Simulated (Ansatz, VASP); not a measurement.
**One calculation of NaCl, two programs**

```
Na Cl
1.0
     0.00000    2.80077    2.80077
     2.80077    0.00000    2.80077
     2.80077    2.80077    0.00000
Na Cl
1 1
Direct
  0.00000 0.00000 0.00000
  0.50000 0.50000 0.50000
```

Alike in both runs: functional PBEsol; k mesh 8 × 8 × 8; no spin polarisation.

Ansatz relaxed the structure, and its values are those at the end. VASP's run is a single point on that final structure, the one shown.

```csv
,VASP,Ansatz
version,VASP 6.6.1,Ansatz 0.2.0
potentials or method,"VASP PAW PBE potentials, release 64 (Na_pv, Cl), cutoff 500 eV","scalar-relativistic, plane waves, PAW"
occupations,"gaussian, width 0.01 eV",fixed
valence electrons in the cell,14,16
```

|  | VASP | Ansatz | Ansatz less VASP |
| --- | --- | --- | --- |
| gap on the k mesh at the Fermi level (eV) | 5.01 | 5.01 | +0.004 |
| pressure (GPa) | 0.0 | 0.0 | 0.00 |

VASP's potentials were made for PBE, not for PBEsol. VASP's potentials hold 14 valence electrons a cell and Ansatz's 16, so a difference there can come from the potentials and not from the codes.
